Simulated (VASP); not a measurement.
Crystal: CdSe.

```xyz
2
Lattice="0.0000 2.8740 2.8740 2.8740 0.0000 2.8740 2.8740 2.8740 0.0000" Properties=species:S:1:pos:R:3 pbc="T T T"
Cd    0.0000    0.0000    0.0000
Se    2.8740    2.8740    2.8740
```

- Program: VASP 6.6.1
- Task: relaxation of cell and atoms
- Functional: RPBE
- Dispersion: D3(BJ)
- Potentials or basis: VASP PAW PBE potentials, release 64 (Cd, Se)
- Cutoff: 600 eV
- k mesh: 8 × 8 × 8
- Occupations: fermi-dirac, width 0.05 eV
- Spin: no spin polarisation

At the start: pressure -12.9 GPa; volume 23.74 Å³/atom.

How do energy, volume and symmetry change on relaxing?

Over 6 steps the energy falls by 205.3 meV/atom and the volume is 19.53 Å³/atom (-17.7 %); space group Fm-3m (No. 225, to 0.05 Å).

The path:
```
step  energy change (eV)  largest force (eV/Å)  pressure (GPa)  volume (Å³)
   1              0.0000                0.0000          -12.94        47.48
   2             -0.2806                0.0000           12.73        35.48
   3             -0.4105                0.0000           -0.13        39.12
   4             -0.4105                0.0000            0.29        38.96
   5             -0.4105                0.0000           -0.22        39.15
   6             -0.4106                0.0000            0.01        39.06
```

Final structure:
```
CELL_PARAMETERS angstrom
0.00000 2.69305 2.69305
2.69305 0.00000 2.69305
2.69305 2.69305 0.00000
ATOMIC_POSITIONS crystal
Cd 0.00000 0.00000 0.00000
Se 0.50000 0.50000 0.50000
```

Caveat: the volume moved by over 15 % at a fixed basis, so the end points are rough; the PAW data sets were made with another functional, which shifts forces and pressure a little; pairwise dispersion overbinds metals, which lowers pressure and volume.
